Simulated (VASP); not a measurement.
# HPt6 in VASP: notebook

HPt6 is run at these levels: PBE; tasks: single point.

All numbers are computed with VASP 6.6.1; they aren't measurements. Logs are shortened: lines on timing, memory, paths and dates and some standing lists are left out, and cuts for length are marked.

## Step 1: The cell of the first run

The cell holds a slab with vacuum, 14 atoms: a = 5.614 Å, b = 5.614 Å, c = 22.619 Å, α = 90.00°, β = 90.00°, γ = 120.00°.

## Step 2: Single point, PBE

The input, INCAR:

```
SYSTEM = HPt6
  PREC = Accurate
  ENCUT = 520
  EDIFF = 1E-7
  ISMEAR = 0
  SIGMA = 0.1
  LREAL = .FALSE.
  LASPH = .TRUE.
  NELM = 60
  ALGO = Normal
  ISIF = 2
  LWAVE = .FALSE.
  LCHARG = .FALSE.
  LDIPOL = .TRUE.
  IDIPOL = 3
  DIPOL = 0.5 0.5 0.300
  GGA = PE
  NBANDS = 74
```

The input, KPOINTS:

```
regular mesh
0
G
  6 6 1
  0 0 0
```

The input, POSCAR:

```
HPt6
1.0
    5.6143281343      0.0000000000      0.0000000000
   -2.8071640672      4.8621507895      0.0000000000
    0.0000000000      0.0000000000     22.6192653717
Pt H
12 2
Direct
    0.3333333333      0.1666666667      0.1768404028
    0.3333333333      0.6666666667      0.1768404028
    0.8333333333      0.1666666667      0.1768404028
    0.8333333333      0.6666666667      0.1768404028
    0.1666666667      0.3333333333      0.2789526245
    0.1666666667      0.8333333333      0.2789526245
    0.6666666667      0.3333333333      0.2789526245
    0.6666666667      0.8333333333      0.2789526245
    0.0000000000      0.0000000000      0.3810585901
    0.0000000000      0.5000000000      0.3810585901
    0.5000000000      0.0000000000      0.3810585901
    0.5000000000      0.5000000000      0.3810585901
    0.2165785766      0.4331571533      0.4292475999
    0.2834214234      0.5668428467      0.4292475999
```

Potentials or basis: VASP PAW PBE potentials, release 64 (Pt, H).

Command:

```console
$ cat potpaw_PBE.64/Pt/POTCAR potpaw_PBE.64/H/POTCAR > POTCAR
$ mpirun -np 1 vasp_std > vasp.out
```

OUTCAR:

```text
SYSTEM = HPt6
   PREC = Accurate
   ENCUT = 520
   EDIFF = 1E-7
   ISMEAR = 0
   LREAL = .FALSE.
   LASPH = .TRUE.
   NELM = 60
   ISIF = 2
   GGA = PE

 ion  position               nearest neighbor table
   1  0.333  0.167  0.177-   4 2.81   4 2.81   3 2.81   3 2.81   2 2.81   2 2.81   5 2.82   7 2.82
                             6 2.82
   2  0.333  0.667  0.177-   3 2.81   3 2.81   4 2.81   4 2.81   1 2.81   1 2.81   6 2.82   8 2.82
                             5 2.82
   3  0.833  0.167  0.177-   2 2.81   2 2.81   1 2.81   1 2.81   4 2.81   4 2.81   7 2.82   5 2.82
                             8 2.82
   4  0.833  0.667  0.177-   1 2.81   1 2.81   2 2.81   2 2.81   3 2.81   3 2.81   8 2.82   6 2.82
                             7 2.82
   5  0.167  0.333  0.279-   8 2.81   8 2.81   7 2.81   7 2.81   6 2.81   6 2.81  12 2.82   9 2.82
                            10 2.82   1 2.82   3 2.82   2 2.82
   6  0.167  0.833  0.279-   7 2.81   7 2.81   8 2.81   8 2.81   5 2.81   5 2.81  11 2.82  10 2.82
                             9 2.82   2 2.82   4 2.82   1 2.82
   7  0.667  0.333  0.279-   6 2.81   6 2.81   5 2.81   5 2.81   8 2.81   8 2.81  10 2.82  11 2.82
                            12 2.82   3 2.82   1 2.82   4 2.82
   8  0.667  0.833  0.279-   5 2.81   5 2.81   6 2.81   6 2.81   7 2.81   7 2.81   9 2.82  12 2.82
                            11 2.82   4 2.82   2 2.82   3 2.82
   9  0.000  0.000  0.381-  12 2.81  12 2.81  11 2.81  11 2.81  10 2.81  10 2.81   8 2.82   5 2.82
                             6 2.82
  10  0.000  0.500  0.381-  13 1.81  14 1.81  11 2.81  11 2.81  12 2.81  12 2.81   9 2.81   9 2.81
                             7 2.82   6 2.82   5 2.82
  11  0.500  0.000  0.381-  10 2.81  10 2.81   9 2.81   9 2.81  12 2.81  12 2.81   6 2.82   7 2.82
                             8 2.82
  12  0.500  0.500  0.381-  14 1.81  13 1.81   9 2.81   9 2.81  10 2.81  10 2.81  11 2.81  11 2.81
                             5 2.82   8 2.82   7 2.82
  13  0.217  0.433  0.429-  14 0.65  10 1.81  12 1.81
  14  0.283  0.567  0.429-  13 0.65  12 1.81  10 1.81

  LATTYP: Found a hexagonal cell.
 ALAT       =     5.6143281343
 C/A-ratio  =     4.0288463429

  Lattice vectors:

 A1 = (   5.6143281343,   0.0000000000,   0.0000000000)
 A2 = (  -2.8071640672,   4.8621507895,   0.0000000000)
 A3 = (   0.0000000000,   0.0000000000,  22.6192653717)

Analysis of symmetry for initial positions (statically):
=====================================================================
 Subroutine PRICEL returns:
 Original cell was already a primitive cell.

 Routine SETGRP: Setting up the symmetry group for a
 hexagonal supercell.

 Subroutine GETGRP returns: Found  2 space group operations
[... 154 lines left out ...]
   GGA     = PE    functional components
   LHFCALC =     F    Hartree Fock is set to
   AEXX    =    0.0000 exact exchange contribution
   IVDW    =     0    specifies the selected vdW correction
   LEPSILON=     F    determine dielectric tensor
   LRPA    =     F    only Hartree local field effects (RPA)
 non-spin polarized calculation
 Gauss-broadening in eV      SIGMA  =   0.10
  energy-cutoff  :      520.00
  volume of cell :      617.45
 maximum number of plane-waves:     16729
 NGX is ok and might be reduce to    42
   NGX = 21   NGY = 21   NGZ = 85

 dipolmoment           0.000000      0.000000      0.096053 electrons x Angstroem

 number of electron     121.9999983 magnetization

 dipolmoment           0.000000      0.000000     -0.088751 electrons x Angstroem

 Free energy of the ion-electron system (eV)
  ---------------------------------------------------
  ext. energy  EPLUGINS =         0.00000000
  ---------------------------------------------------
  free energy    TOTEN  =       -73.45976749 eV

  energy without entropy =      -73.32432882  energy(sigma->0) =      -73.39204816

 E-fermi :  -0.5858     XC(G=0):  -4.8952

 val. band max:       -0.5967931759   @ k =   0.1667   0.0000   0.0000
 cond. band min:      -0.5811362850   @ k =   0.5000   0.0000   0.0000
 fundamental gap:      0.0156568909
 Fermi energy:        -0.5858212725

 k-point     1 :       0.0000    0.0000    0.0000
  band No.  band energies     occupation
      1     -12.8089      2.00000
      2      -9.2609      2.00000
      3      -7.5215      2.00000
      4      -7.1431      2.00000
      5      -6.8769      2.00000
      6      -6.7769      2.00000
[... 977 lines left out ...]
     72       4.2877      0.00000
     73       4.4865      0.00000
 [bands above 73 left out]

------------------------ aborting loop because EDIFF is reached ----------------------------------------

 vacuum level on the upper side and lower side of the slab       (xc-potential included)        -0.361         0.211

  FORCE on cell =-STRESS in cart. coord.  units (eV):
  Direction    XX          YY          ZZ          XY          YZ          ZX
  --------------------------------------------------------------------------------------
  -------------------------------------------------------------------------------------
  Total      -13.4858180     -8.4019834      3.1112845      0.0000000     -0.3297201      0.0000000
  in kB      -34.9931603    -21.8015660      8.0731978      0.0000000     -0.8555617      0.0000000
  external PRESSURE =     -16.2405095 kB  Pullay stress =       0.0000000 kB

 VOLUME and BASIS-vectors are now :
 -----------------------------------------------------------------------------
  energy-cutoff  :      520.00
  volume of cell :      617.45
      direct lattice vectors                 reciprocal lattice vectors
     5.614328134  0.000000000  0.000000000     0.178115703  0.102835149  0.000000000
    -2.807164067  4.862150790  0.000000000     0.000000000  0.205670298  0.000000000
     0.000000000  0.000000000 22.619265372     0.000000000  0.000000000  0.044210101

 POSITION                                       TOTAL-FORCE (eV/Angst)
 -----------------------------------------------------------------------------------
      1.40358      0.81036      4.00000         0.045325      0.005645     -0.113926
     -0.00000      3.24143      4.00000        -0.000000      0.021766      0.026742
      4.21075      0.81036      4.00000        -0.045325      0.005645     -0.113926
      2.80716      3.24143      4.00000         0.000000     -0.028985      0.116912
      0.00000      1.62072      6.30970         0.000000     -0.114135     -0.411918
     -1.40358      4.05179      6.30970        -0.013208      0.119672     -0.143545
      2.80716      1.62072      6.30970        -0.000000      0.019284      0.315304
      1.40358      4.05179      6.30970         0.013208      0.119672     -0.143545
      0.00000      0.00000      8.61927         0.000000     -0.489474     -0.214966
     -1.40358      2.43108      8.61927        -1.533357     -0.120472     -0.426686
      2.80716      0.00000      8.61927        -0.000000      0.561087     -0.323608
      1.40358      2.43108      8.61927         1.533357     -0.120472     -0.426686
     -0.00000      2.10608      9.70927         0.000000     -9.263368      0.922631
      0.00000      2.75608      9.70927        -0.000000      9.284135      0.937217
 -----------------------------------------------------------------------------------
    total drift:                               -0.000000      0.000065      0.000406

  FREE ENERGIE OF THE ION-ELECTRON SYSTEM (eV)
  ---------------------------------------------------
  free  energy   TOTEN  =       -73.4597674936 eV

  energy  without entropy=      -73.3243288168  energy(sigma->0) =      -73.39204816

 vacuum level on the upper side and lower side of the slab         4.559         5.144
```

OSZICAR:

```text
N       E                     dE             d eps       ncg     rms          rms(c)
DAV:   1     0.843471046360E+03    0.84347E+03   -0.51611E+04  1924   0.137E+03
DAV:   2    -0.904010374721E+01   -0.85251E+03   -0.79213E+03  2368   0.273E+02
DAV:   3    -0.759639422747E+02   -0.66924E+02   -0.61142E+02  2318   0.705E+01
[... 30 lines left out ...]
DAV:  34    -0.734597661995E+02   -0.19795E-05   -0.10109E-07  1372   0.114E-03    0.391E-04
DAV:  35    -0.734597667179E+02   -0.51843E-06   -0.23536E-08  1244   0.545E-04    0.139E-04
DAV:  36    -0.734597671000E+02   -0.38210E-06   -0.14406E-08  1252   0.247E-04    0.203E-04
DAV:  37    -0.734597674071E+02   -0.30707E-06   -0.13096E-08  1236   0.183E-04    0.206E-04
DAV:  38    -0.734597674936E+02   -0.86564E-07   -0.63712E-09  1250   0.167E-04
   1 F= -.73459767E+02 E0= -.73392048E+02  d E =-.135439E+00
```

stdout:

```text
POSCAR found type information on POSCAR PtH
 POSCAR found :  2 types and      14 ions
 scaLAPACK will be used
 LDA part: xc-table for (Slater+PW92), standard interpolation
 POSCAR, INCAR and KPOINTS ok, starting setup
 FFT: planning ... GRIDC
 FFT: planning ... GRID_SOFT
 FFT: planning ... GRID
 WAVECAR not read
 entering main loop
```

Wall time 33 min (1 thread of Intel Xeon Platinum 8488C (Sapphire Rapids), shared host); peak memory 0.86 GiB.

What came out:

* Free energy: -73.4598 eV
* Largest force: 9.331 eV/Å
* Band gap on the k mesh: zero (bands 61 and 62 overlap by 0.69 eV)

Forces on the atoms (eV/Å):
```
Pt   0.045  0.006 -0.114
Pt   0.000  0.022  0.027
Pt  -0.045  0.006 -0.114
Pt   0.000 -0.029  0.117
Pt   0.000 -0.114 -0.412
Pt  -0.013  0.120 -0.144
Pt   0.000  0.019  0.315
Pt   0.013  0.120 -0.144
Pt   0.000 -0.489 -0.215
Pt  -1.533 -0.120 -0.427
Pt   0.000  0.561 -0.324
Pt   1.533 -0.120 -0.427
H    0.000 -9.263  0.923
H    0.000  9.284  0.937
```

Caveat: spin-orbit coupling is left out, which moves the levels of the heavy elements.

## Step 3: Single point, PBE

The input, INCAR:

```
PREC = Accurate
ENCUT = 520
EDIFF = 1E-6
ISMEAR = 0
SIGMA = 0.1
LREAL = False
LASPH = True
NELM = 80
ALGO = Normal
ISIF = 2
LWAVE = False
LCHARG = True
LDIPOL = True
IDIPOL = 3
DIPOL = 0.5 0.5 0.302
GGA = PE
LELF = True
LVHAR = True
LVACPOTAV = True
NBANDS = 74
```

The input, KPOINTS:

```
Automatic mesh
0
Gamma
  6 6 1
```

Edit POSCAR of step 2 so:

```diff
@@ -20,3 +20,3 @@
     0.5000000000      0.5000000000      0.3810585901
-    0.2165785766      0.4331571533      0.4292475999
-    0.2834214234      0.5668428467      0.4292475999
+    0.2165785766      0.4331571533      0.4433948321
+    0.2834214234      0.5668428467      0.4433948321
```

Potentials or basis: VASP PAW PBE potentials, release 64 (Pt, H).

Command:

```console
$ cat potpaw_PBE.64/Pt/POTCAR potpaw_PBE.64/H/POTCAR > POTCAR
$ mpirun -np 1 vasp_std > vasp.out
```

Run time: 18 min. Hardware: 1 thread of AMD EPYC 9R45 (Zen 5), shared host; peak memory 0.81 GiB.

The run converged. Its results:

| Item | Value |
| --- | --- |
| Free energy | -73.8128 eV |
| Largest force | 7.709 eV/Å |
| Band gap on the k mesh | zero (bands 61 and 62 overlap by 0.73 eV) |

Forces in eV/Å, atoms in the order of the input:
```
Pt   0.050  0.006 -0.054
Pt   0.000  0.019  0.056
Pt  -0.050  0.006 -0.054
Pt   0.000 -0.008  0.122
Pt   0.000 -0.112 -0.353
Pt   0.000  0.093 -0.084
Pt   0.000  0.076  0.293
Pt   0.000  0.093 -0.084
Pt   0.000 -0.377 -0.217
Pt  -0.616 -0.072 -0.004
Pt   0.000  0.363 -0.251
Pt   0.616 -0.072 -0.004
H    0.000 -7.702  0.317
H    0.000  7.688  0.317
```

Levels at points of the mesh, in eV from the Fermi level:
```csv
k point,band 58,band 59,band 60,band 61,band 62,band 63,band 64,band 65
"(0.00, 0.00, 0.00)",0.21,0.39,0.44,0.49,0.57,0.57,0.58,0.95
"(0.50, 0.00, 0.00)",-0.69,-0.28,-0.18,-0.02,0.00,0.17,0.27,0.35
"(0.00, 0.50, 0.00)",-0.63,-0.29,-0.15,-0.06,0.04,0.05,0.24,0.26
```

Caveat: spin-orbit coupling is left out, which moves the levels of the heavy elements.

## Step 4: Single point, PBE

The input, INCAR:

```
PREC = Accurate
ENCUT = 520
EDIFF = 1E-7
ISMEAR = 0
SIGMA = 0.1
LREAL = False
LASPH = True
NELM = 80
ALGO = Normal
ISIF = 2
LWAVE = False
LCHARG = False
LDIPOL = True
IDIPOL = 3
DIPOL = 0.5 0.5 0.302
GGA = PE
NBANDS = 74
```

KPOINTS is that of step 3.

Edit POSCAR of step 3 so:

```diff
@@ -20,3 +20,3 @@
     0.5000000000      0.5000000000      0.3810585901
-    0.2165785766      0.4331571533      0.4433948321
-    0.2834214234      0.5668428467      0.4433948321
+    0.1549289049      0.3098578098      0.4433948321
+    0.3450710951      0.6901421902      0.4433948321
```

Command:

```console
$ cat potpaw_PBE.64/Pt/POTCAR potpaw_PBE.64/H/POTCAR > POTCAR
$ mpirun -np 1 vasp_std > vasp.out
```

Wall time 24 min (1 thread of Intel Xeon 6975P-C (Granite Rapids), shared host); peak memory 0.86 GiB.

Results (log left out):

- Free energy: -74.5870 eV
- Largest force: 1.757 eV/Å
- Band gap on the k mesh: zero (bands 61 and 62 overlap by 0.68 eV)

Forces on the atoms (eV/Å):
```
Pt   0.049  0.009 -0.042
Pt   0.000  0.045 -0.058
Pt  -0.049  0.009 -0.042
Pt   0.000 -0.022  0.032
Pt   0.000 -0.066 -0.312
Pt  -0.045 -0.013 -0.058
Pt   0.000  0.034  0.355
Pt   0.045 -0.013 -0.058
Pt   0.000  0.576  0.860
Pt   0.183 -0.024  0.976
Pt   0.000 -0.485  0.697
Pt  -0.183 -0.024  0.976
H    0.000 -0.561 -1.653
H    0.000  0.536 -1.673
```

Levels at points of the mesh, in eV from the Fermi level:
| k point | band 57 | band 58 | band 59 | band 60 | band 61 | band 62 | band 63 | band 64 | band 65 | band 66 |
| --- | --- | --- | --- | --- | --- | --- | --- | --- | --- | --- |
| (0.00, 0.00, 0.00) | 0.21 | 0.21 | 0.38 | 0.39 | 0.40 | 0.44 | 0.58 | 0.58 | 0.59 | 1.07 |
| (0.50, 0.00, 0.00) | -0.74 | -0.68 | -0.26 | -0.17 | -0.02 | 0.00 | 0.22 | 0.26 | 0.82 | 1.04 |
| (0.00, 0.50, 0.00) | -0.75 | -0.71 | -0.22 | -0.21 | -0.02 | 0.01 | 0.23 | 0.24 | 0.78 | 1.23 |

Caveat: spin-orbit coupling is left out, which moves the levels of the heavy elements.

## Step 5: Single point, PBE

The input, INCAR:

```
SYSTEM = HPt6
PREC = Accurate ; ENCUT = 520
EDIFF = 1E-6 ; ISMEAR = 0
SIGMA = 0.1 ; LREAL = .FALSE.
LASPH = .TRUE. ; NELM = 80
ALGO = Normal ; ISIF = 2
LWAVE = .FALSE. ; LCHARG = .FALSE.
LDIPOL = .TRUE. ; IDIPOL = 3
DIPOL = 0.5 0.5 0.300 ; GGA = PE
NBANDS = 74
```

The input, KPOINTS:

```
regular mesh
0
G
  6 6 1
  0 0 0
```

Edit POSCAR of step 4 so:

```diff
@@ -20,3 +20,3 @@
     0.5000000000      0.5000000000      0.3810585901
-    0.1549289049      0.3098578098      0.4433948321
-    0.3450710951      0.6901421902      0.4433948321
+    0.1350817212      0.2701634424      0.4292475999
+    0.3649182788      0.7298365576      0.4292475999
```

Command:

```console
$ cat potpaw_PBE.64/Pt/POTCAR potpaw_PBE.64/H/POTCAR > POTCAR
$ mpirun -np 1 vasp_std > vasp.out
```

Run time: 32 min. Hardware: 1 thread of Intel Xeon Platinum 8259CL at 2.50GHz (Skylake/Cascade Lake), shared host; peak memory 0.89 GiB.

It converged, with:

```yaml
Free_energy: -75.5247 eV
Largest_force: 0.462 eV/Å
Band_gap_on_the_k_mesh: zero (bands 61 and 62 overlap by 0.65 eV)
```

Forces on the atoms (eV/Å):
```
Pt   0.040  0.009 -0.011
Pt   0.000  0.037 -0.111
Pt  -0.040  0.009 -0.011
Pt   0.000  0.016 -0.043
Pt   0.000 -0.033 -0.320
Pt  -0.017 -0.047 -0.160
Pt   0.000  0.075  0.156
Pt   0.017 -0.047 -0.160
Pt   0.000  0.010  0.354
Pt  -0.295 -0.030  0.354
Pt   0.000  0.082  0.165
Pt   0.295 -0.030  0.354
H    0.000 -0.209 -0.292
H    0.000  0.156 -0.273
```

Levels at points of the mesh, in eV from the Fermi level:
| k point | band 59 | band 60 | band 61 | band 62 | band 63 | band 64 |
| --- | --- | --- | --- | --- | --- | --- |
| (0.00, 0.00, 0.00) | 0.31 | 0.36 | 0.38 | 0.48 | 0.60 | 0.60 |
| (0.50, 0.00, 0.00) | -0.24 | -0.17 | -0.03 | 0.00 | 0.23 | 0.26 |
| (0.00, 0.50, 0.00) | -0.27 | -0.17 | 0.00 | 0.00 | 0.22 | 0.25 |

Caveat: spin-orbit coupling is left out, which moves the levels of the heavy elements.

## Step 6: Overview

```csv
cell,gap on the mesh (eV),largest force (eV/Å)
"as given, atomic positions A",none,9.33
"as given, atomic positions B",none,7.71
"as given, atomic positions C",none,1.76
"as given, atomic positions D",none,0.46
```

Alike in all rows: task single point; level PBE; potentials or basis VASP PAW PBE potentials, release 64 (Pt, H); no spin polarisation; k mesh 6 × 6 × 1; cutoff (eV) 520; smearing gaussian 0.1 eV.

Caveats: spin-orbit coupling is left out, which moves the levels of the heavy elements.

Absolute energies hang on the potentials; compare differences alone.
